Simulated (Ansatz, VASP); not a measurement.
**Zn4SeO3: VASP beside Ansatz**

```
Zn Se O
1.0
     4.94723    0.00167    0.00053
     0.00173    4.92910    0.00559
    -2.47385   -2.45982    4.76172
Zn Se O
4 1 3
Direct
  0.14409 0.14381 0.72016
  0.57658 0.57577 0.71995
  0.85672 0.42412 0.28034
  0.42385 0.85643 0.27982
  0.99931 0.99990 0.99978
  0.49980 0.49997 0.00004
  0.74975 0.24988 0.49986
  0.24989 0.75011 0.50004
```

Change from the starting cell: cell x1, atoms moved at random (sigma 0.05 Å) and cell strained at random (1.5 %), then relaxed without symmetry.

Alike in both runs: functional PBE; k mesh 4 × 4 × 4; occupations gaussian, width 0.1 eV; no spin polarisation.

Ansatz relaxed the structure, and its values are those at the end. VASP's run is a single point on that final structure, the one shown.

```csv
,VASP,Ansatz
version,VASP 6.6.1,Ansatz 0.2.0
potentials or method,"VASP PAW PBE potentials, release 64 (Zn, Se, O), cutoff 520 eV","scalar-relativistic, plane waves, PAW"
valence electrons in the cell,72,82
```

```tsv
	VASP	Ansatz	Ansatz less VASP
gap on the k mesh at the Fermi level (eV)	0.46	0.47	+0.012
least direct gap on the mesh (eV)	0.46	0.47	+0.012
pressure (GPa)	0.6	0.0	-0.61
rms of the force components (eV/Å)	0.006	0.008	+0.0018
```

VASP's potentials hold 72 valence electrons a cell and Ansatz's 82, so a difference there can come from the potentials and not from the codes.
